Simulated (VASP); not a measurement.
Wanted: the native input for a VASP 6.6.1 run.

```yaml
Task: single point
Functional: PBEsol
Potentials_or_basis: VASP PAW PBE potentials, release 64 (Cu)
Cutoff: 520 eV
k_mesh: 10 × 10 × 10
Occupations: gaussian, width 0.1 eV
Spin: no spin polarisation
Dipole_correction: no
Further_INCAR_settings: ALGO = Normal; EDIFF = 1e-06; NBANDS = 12
```

The structure of Cu lies in POSCAR:

```
Cu
1.0
    0.0000000000      1.7818426868      1.7818426868
    1.7818426868      0.0000000000      1.7818426868
    1.7818426868      1.7818426868      0.0000000000
Cu
1
Direct
    0.0000000000      0.0000000000      0.0000000000
```

One way to write it, as run:

INCAR

```
SYSTEM = Cu
ALGO = Normal
EDIFF = 1E-6
ENCUT = 520
GGA = PS
ISIF = 2
ISMEAR = 0
LASPH = .True.
LCHARG = .False.
LREAL = .False.
LWAVE = .False.
NBANDS = 12
NELM = 100
PREC = Accurate
SIGMA = 0.1
```

KPOINTS

```
k-points
0
Gamma
  10 10 10
  0 0 0
```

Potentials or basis: VASP PAW PBE potentials, release 64 (Cu).

Run with:

```console
$ cat potpaw_PBE.64/Cu/POTCAR > POTCAR
$ mpirun -np 1 vasp_std > vasp.out
```

It gave:

```yaml
Pressure: 0.7 GPa
```

Caveat: the PAW data sets were made with another functional, which shifts forces and pressure a little.

Run time: 5 s on 1 thread of Intel(R) Xeon(R) Platinum 8375C CPU @ 2.90GHz (Ice Lake), on a shared host, peak memory 0.12 GiB.
